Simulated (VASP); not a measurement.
# LiF (Fm-3m) in VASP: a series of runs, part 2 of 2

VASP 6.6.1. The steps go on from the part before.

## (3) Single point, r2SCAN

This run uses another cell than the first one, of 8.42 Å³/atom.

POSCAR reads:

```
LiF
1.0
    0.0000000000      2.0342203049      2.0342203049
    2.0342203049      0.0000000000      2.0342203049
    2.0342203049      2.0342203049      0.0000000000
Li F
1 1
Direct
    0.5000000000      0.5000000000      0.5000000000
    0.0000000000      0.0000000000      0.0000000000
```

INCAR.step1 reads:

```
SYSTEM = LiF
PREC = Accurate
ENCUT = 520
ISMEAR = 0
SIGMA = 0.02
LREAL = .FALSE.
LASPH = .TRUE.
NELM = 100
NBANDS = 12
GGA = PE
ALGO = Normal
EDIFF = 1E-4
LWAVE = .TRUE.
LCHARG = .FALSE.
```

INCAR.step2 reads:

```
SYSTEM = LiF
PREC = Accurate
ENCUT = 520
EDIFF = 1E-7
ISMEAR = 0
SIGMA = 0.02
LREAL = .FALSE.
LASPH = .TRUE.
NELM = 100
ALGO = Normal
ISIF = 2
LWAVE = .FALSE.
LCHARG = .FALSE.
METAGGA = R2SCAN
LMIXTAU = .TRUE.
NBANDS = 12
ISTART = 1
```

KPOINTS reads:

```
Automatic mesh
0
G
  10 10 10
  0 0 0
```

Potentials or basis: VASP PAW PBE potentials, release 64 (Li_sv, F).

Launch:

```bash
cat potpaw_PBE.64/Li_sv/POTCAR potpaw_PBE.64/F/POTCAR > POTCAR
cp INCAR.step1 INCAR
mpirun -np 1 vasp_std > vasp.out
cp INCAR.step2 INCAR
mpirun -np 1 vasp_std > vasp.out
```

OUTCAR:

```text
SYSTEM = LiF
   PREC = Accurate
   ENCUT = 520
   EDIFF = 1E-7
   ISMEAR = 0
   LREAL = .FALSE.
   LASPH = .TRUE.
   NELM = 100
   ISIF = 2
   METAGGA = R2SCAN
   ISTART = 1

 ion  position               nearest neighbor table
   1  0.500  0.500  0.500-   2 2.03   2 2.03   2 2.03   2 2.03   2 2.03   2 2.03
   2  0.000  0.000  0.000-   1 2.03   1 2.03   1 2.03   1 2.03   1 2.03   1 2.03

  LATTYP: Found a face centered cubic cell.
 ALAT       =     4.0684406098

  Lattice vectors:

 A1 = (   0.0000000000,   2.0342203049,   2.0342203049)
 A2 = (   2.0342203049,   0.0000000000,   2.0342203049)
 A3 = (   2.0342203049,   2.0342203049,   0.0000000000)

Analysis of symmetry for initial positions (statically):
=====================================================================
 Subroutine PRICEL returns:
 Original cell was already a primitive cell.

 Routine SETGRP: Setting up the symmetry group for a
 face centered cubic supercell.

 Subroutine GETGRP returns: Found 48 space group operations
 (whereof 48 operations were pure point group operations)
 out of a pool of 48 trial point group operations.

The static configuration has the point symmetry O_h .

Analysis of symmetry for dynamics (positions and initial velocities):
=====================================================================
 Subroutine PRICEL returns:
 Original cell was already a primitive cell.

 Routine SETGRP: Setting up the symmetry group for a
 face centered cubic supercell.

 Subroutine GETGRP returns: Found 48 space group operations
 (whereof 48 operations were pure point group operations)
 out of a pool of 48 trial point group operations.

The dynamic configuration has the point symmetry O_h .

 Subroutine INISYM returns: Found 48 space group operations
 (whereof 48 operations are pure point group operations),
 and found     1 'primitive' translations

----------------------------------------------------------------------------------------

                                     Primitive cell

  volume of cell :      16.8354

  direct lattice vectors                    reciprocal lattice vectors
[... 113 lines left out ...]
   LHFCALC =     F    Hartree Fock is set to
   AEXX    =    0.0000 exact exchange contribution
   IVDW    =     0    specifies the selected vdW correction
   LEPSILON=     F    determine dielectric tensor
   LRPA    =     F    only Hartree local field effects (RPA)
 non-spin polarized calculation
 Gauss-broadening in eV      SIGMA  =   0.02
  energy-cutoff  :      520.00
  volume of cell :       16.84
 maximum number of plane-waves:       469
 NGX is ok and might be reduce to    24
   NGX = 11   NGY = 11   NGZ = 11

 number of electron       9.9999992 magnetization

 Free energy of the ion-electron system (eV)
  ---------------------------------------------------
  ext. energy  EPLUGINS =         0.00000000
  ---------------------------------------------------
  free energy    TOTEN  =       -11.88871342 eV

  energy without entropy =      -11.88871342  energy(sigma->0) =      -11.88871342

 E-fermi :  -1.6930     XC(G=0): -10.3873

 val. band max:       -1.8160450243   @ k =   0.0000   0.0000   0.0000
 cond. band min:       8.1593130594   @ k =   0.0000   0.0000   0.0000
 fundamental gap:      9.9753580836
 Fermi energy:        -1.6929814436

 k-point     1 :       0.0000    0.0000    0.0000
  band No.  band energies     occupation
      1     -43.9438      2.00000
      2     -22.8332      2.00000
      3      -1.8161      2.00000
      4      -1.8160      2.00000
      5      -1.8160      2.00000
      6       8.1593      0.00000
      7      23.3620      0.00000
      8      23.3620      0.00000
      9      23.3620      0.00000
     10      23.8229      0.00000
     11      23.8229      0.00000
     12      23.8246      0.00000
[... 331 lines left out ...]
 k-point    24 :       0.4000    0.3000    0.0000
  band No.  band energies     occupation
      1     -43.8926      2.00000
      2     -22.3558      2.00000
      3      -4.0275      2.00000
      4      -2.6553      2.00000
      5      -2.5505      2.00000
      6      12.1614      0.00000
      7      15.8587      0.00000
      8      18.0236      0.00000
      9      19.6344      0.00000
     10      20.6282      0.00000
     11      33.1117      0.00000
     12      34.0643      0.00000

 [... further k-points ...]
[... 5 lines left out ...]
  --------------------------------------------------------------------------------------
  -------------------------------------------------------------------------------------
  Total       -0.5053786     -0.5053786     -0.5053786      0.0000000     -0.0000000      0.0000000
  in kB      -48.0953936    -48.0953936    -48.0953936      0.0000000     -0.0000000      0.0000000
  external PRESSURE =     -48.0953936 kB  Pullay stress =       0.0000000 kB

 VOLUME and BASIS-vectors are now :
 -----------------------------------------------------------------------------
  energy-cutoff  :      520.00
  volume of cell :       16.84
      direct lattice vectors                 reciprocal lattice vectors
     0.000000000  2.034220305  2.034220305    -0.245794420  0.245794420  0.245794420
     2.034220305  0.000000000  2.034220305     0.245794420 -0.245794420  0.245794420
     2.034220305  2.034220305  0.000000000     0.245794420  0.245794420 -0.245794420

 POSITION                                       TOTAL-FORCE (eV/Angst)
 -----------------------------------------------------------------------------------
      2.03422      2.03422      2.03422         0.000000      0.000000     -0.000000
      0.00000      0.00000      0.00000        -0.000000     -0.000000      0.000000
 -----------------------------------------------------------------------------------
    total drift:                                0.000000     -0.000000     -0.000000

  FREE ENERGIE OF THE ION-ELECTRON SYSTEM (eV)
  ---------------------------------------------------
  free  energy   TOTEN  =       -11.8887134228 eV

  energy  without entropy=      -11.8887134228  energy(sigma->0) =      -11.88871342
```

OUTCAR.step1:

```text
SYSTEM = LiF
   PREC = Accurate
   ENCUT = 520
   ISMEAR = 0
   LREAL = .FALSE.
   LASPH = .TRUE.
[... 584 lines left out ...]
      2.03422      2.03422      2.03422        -0.000000     -0.000000     -0.000000
      0.00000      0.00000      0.00000         0.000000      0.000000      0.000000
 -----------------------------------------------------------------------------------
    total drift:                                0.000000     -0.000000     -0.000000

  FREE ENERGIE OF THE ION-ELECTRON SYSTEM (eV)
  ---------------------------------------------------
  free  energy   TOTEN  =        -9.6408382648 eV

  energy  without entropy=       -9.6408382648  energy(sigma->0) =       -9.64083826
```

Run time: 34 s. Hardware: 1 thread of AMD EPYC 9R45 (Zen 5), shared host; peak memory 0.11 GiB.

Results:

| Property | Result |
| --- | --- |
| Free energy | -11.8887 eV |
| Band gap on the k mesh | 9.98 eV |

Levels at points of the mesh, in eV from the valence-band top:
```
           k point  band 2  band 3  band 4  band 5  band 6  band 7  band 8  band 9
(0.00, 0.00, 0.00)  -21.02    0.00    0.00    0.00    9.98   25.18   25.18   25.18
(0.50, 0.00, 0.00)  -20.62   -2.40   -0.23   -0.23   11.66   17.75   20.17   20.17
(0.50, 0.50, 0.00)  -20.39   -2.87   -0.96   -0.96   15.75   17.29   18.71   21.54
```

Caveat: the cutoff is under 1.25 times the usual one of these potentials, so pressure, stress and relaxed cells hold a basis-set (Pulay) error; the PAW data sets were made with another functional, which shifts forces and pressure a little. A k mesh can miss the band edges.

## (4) Relaxation of cell and atoms, PBE

This run uses another cell than the first one, of 8.44 Å³/atom.

INCAR reads:

```
ALGO     = Normal         # electronic algorithm
EDIFF    = 1E-6           # SCF threshold, eV
EDIFFG   = -0.01          # ionic threshold
ENCUT    = 600            # plane-wave cutoff, eV
GGA      = PE             # functional
IBRION   = 2              # ionic algorithm
ISIF     = 3              # what is computed and relaxed
ISMEAR   = 0              # smearing method
LASPH    = True           # aspherical terms in the spheres
LCHARG   = False          # write CHGCAR
LREAL    = False          # projectors in reciprocal space
LWAVE    = False          # write WAVECAR
NELM     = 60             # most SCF steps
NSW      = 100            # ionic steps
PREC     = Accurate       # precision mode
SIGMA    = 0.02           # smearing width, eV
```

KPOINTS reads:

```
k-points
0
Gamma
  10 10 10
```

POSCAR reads:

```
LiF
1.0
    0.0000000000      2.0356153832      2.0356153832
    2.0356153832      0.0000000000      2.0356153832
    2.0356153832      2.0356153832      0.0000000000
Li F
1 1
Direct
    0.5000000000      0.5000000000      0.5000000000
    0.0000000000      0.0000000000      0.0000000000
```

Launch:

```bash
cat potpaw_PBE.64/Li_sv/POTCAR potpaw_PBE.64/F/POTCAR > POTCAR
mpirun -np 1 vasp_std > vasp.out
```

Run time: 9.9 s. Hardware: 1 thread of AMD EPYC 9R45 (Zen 5), shared host; peak memory 0.1 GiB.

Results (log left out):

- Free energy: -9.6440 eV
- Relaxed volume: 8.32 Å³/atom
- Relaxed cell: a = 2.865 Å, b = 2.865 Å, c = 2.865 Å, α = 60.00°, β = 60.00°, γ = 60.00°
- Space group after relaxing (to 0.1 Å): Fm-3m (No. 225)
- Energy gained by relaxing: 0.3 meV/atom
- Ionic steps: 3
- Pressure after relaxing: 0.0 GPa
- Band gap on the k mesh: 8.93 eV

The path:
| step | energy change (eV) | largest force (eV/Å) | pressure (GPa) | volume (Å³) |
| --- | --- | --- | --- | --- |
| 1 | 0.0000 | 0.0000 | -0.93 | 16.87 |
| 2 | -0.0005 | 0.0000 | -0.47 | 16.75 |
| 3 | -0.0007 | 0.0000 | 0.00 | 16.63 |

Final structure:
```cif
data_structure
_symmetry_space_group_name_H-M 'P 1'
_symmetry_Int_Tables_number 1
_cell_length_a 2.8652
_cell_length_b 2.8652
_cell_length_c 2.8652
_cell_angle_alpha 60.000
_cell_angle_beta 60.000
_cell_angle_gamma 60.000
_cell_volume 16.63
loop_
_atom_site_label
_atom_site_type_symbol
_atom_site_fract_x
_atom_site_fract_y
_atom_site_fract_z
_atom_site_occupancy
Li1 Li 0.50000 0.50000 0.50000 1
F1 F 0.00000 0.00000 0.00000 1
```

Levels at points of the mesh, in eV from the valence-band top:
```csv
k point,band 1,band 2,band 3,band 4,band 5,band 6,band 7,band 8,band 9
"(0.00, 0.00, 0.00)",-40.96,-19.93,0.00,0.00,0.00,8.93,23.73,23.73,23.73
"(0.50, 0.00, 0.00)",-40.90,-19.50,-2.46,-0.22,-0.22,10.68,16.52,18.76,18.76
"(0.50, 0.50, 0.00)",-40.89,-19.25,-2.93,-0.97,-0.97,14.64,16.39,17.23,20.03
```

Caveat: the cutoff is under 1.25 times the usual one of these potentials, so pressure, stress and relaxed cells hold a basis-set (Pulay) error. A k mesh can miss the band edges.

## (5) Summary

| task | level | cell | cutoff (eV) | gap on the mesh (eV) |
| --- | --- | --- | --- | --- |
| single point | PBE | a = 2.970 Å, angles 60.0°, 2 atoms | 520 | 8.06 |
| single point | r2SCAN | a = 2.877 Å, angles 60.0°, 2 atoms | 520 | 9.98 |
| relaxation of cell and atoms | PBE | relaxed from a = 2.879 Å, angles 60.0°, 2 atoms | 600 | 8.93 |

Alike in all rows: potentials or basis VASP PAW PBE potentials, release 64 (Li_sv, F); no spin polarisation; k mesh 10 × 10 × 10; smearing gaussian 0.02 eV.

Caveats: the cutoff is under 1.25 times the usual one of these potentials, so pressure, stress and relaxed cells hold a basis-set (Pulay) error; the PAW data sets were made with another functional, which shifts forces and pressure a little (at least some runs).

Total energies depend on the potentials used, so only differences within one code and one set of settings carry meaning.
